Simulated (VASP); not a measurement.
SnO2:

```xyz
6
Lattice="4.7880 0.0000 0.0000 0.0000 4.8666 0.0000 0.0000 0.0000 3.2409" Properties=species:S:1:pos:R:3 pbc="T T T"
Sn    2.3940    2.4333    1.6204
Sn    0.0000    0.0000    0.0000
O     1.3974    1.5624    0.0000
O     3.7914    0.8709    1.6204
O     0.9966    3.9957    1.6204
O     3.3906    3.3042    0.0000
```

Program: VASP 6.6.1. Alike in all runs: task single point; no spin polarisation; cell as given; k mesh 4 × 4 × 6; cutoff (eV) 520; smearing gaussian 0.01 eV.

Order these runs on this cell by their pressure, lowest first.
A. level LDA; potentials or basis VASP PAW LDA potentials, release 64 (Sn_d, O)
B. level PBEsol; potentials or basis VASP PAW PBE potentials, release 64 (Sn_d, O)
C. level r2SCAN; potentials or basis VASP PAW PBE potentials, release 64 (Sn_d, O)

A (-10.4 GPa), C (-7.3 GPa), B (-5.8 GPa).

Caveats: the PAW data sets were made with another functional, which shifts forces and pressure a little (some runs).
